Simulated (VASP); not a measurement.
Wanted: the native input for a VASP 6.6.1 run.

- Task: single point
- Functional: PBE
- Potentials or basis: VASP PAW PBE potentials, release 64 (Ti_sv, H)
- Cutoff: 520 eV
- k mesh: 9 × 9 × 1
- Occupations: gaussian, width 0.1 eV
- Spin: no spin polarisation
- Dipole correction: yes
- Further INCAR settings: ALGO = Normal; EDIFF = 1e-06; NBANDS = 40

The structure of Ti5H lies in POSCAR:

```
Ti5H
1.0
    2.9381632086      0.0000000000      0.0000000000
   -1.4690816043      2.5445239791      0.0000000000
    0.0000000000      0.0000000000     24.7117068140
Ti H
5 1
Direct
    0.6666666667      0.3333333333      0.1618666015
    0.3333333333      0.6666666666      0.2559609806
    0.6666666667      0.3333333333      0.3506708119
    0.3333333333      0.6666666666      0.4475655916
    0.3580114838      0.1790057419      0.5409650377
    1.0000000000      0.5000000000      0.5819191500
```

These files were run (other wordings do the same):

INCAR

```
SYSTEM = Ti5H
PREC     = Accurate       ! precision mode
ENCUT    = 520            ! plane-wave cutoff, eV
EDIFF    = 1E-6           ! SCF threshold, eV
ISMEAR   = 0              ! smearing method
SIGMA    = 0.1            ! smearing width, eV
LREAL    = .False.        ! projectors in reciprocal space
LASPH    = .True.         ! aspherical terms in the spheres
NELM     = 100            ! most SCF steps
ALGO     = Normal         ! electronic algorithm
ISIF     = 2              ! what is computed and relaxed
LWAVE    = .False.        ! write WAVECAR
LCHARG   = .True.         ! write CHGCAR
LDIPOL   = .True.       
IDIPOL   = 3            
DIPOL    = 0.5 0.5 0.390
GGA      = PE             ! functional
LELF     = .True.         ! ELF
LVHAR    = .True.       
LVACPOTAV= .True.       
NBANDS   = 40             ! bands
```

KPOINTS

```
regular mesh
0
Gamma
  9 9 1
  0 0 0
```

Potentials or basis: VASP PAW PBE potentials, release 64 (Ti_sv, H).

The run is started by

```bash
$ cat potpaw_PBE.64/Ti_sv/POTCAR potpaw_PBE.64/H/POTCAR > POTCAR
$ mpirun -np 1 vasp_std > vasp.out
```

It gave:

```
Largest force          : 0.528 eV/Å
Band gap on the k mesh : zero (an odd number of electrons rules out a gap without spin polarisation)
```

Wall time 3.4 min on 1 thread of Intel(R) Xeon(R) 6975P-C (Granite Rapids), with other jobs on the host, peak memory 0.4 GiB.
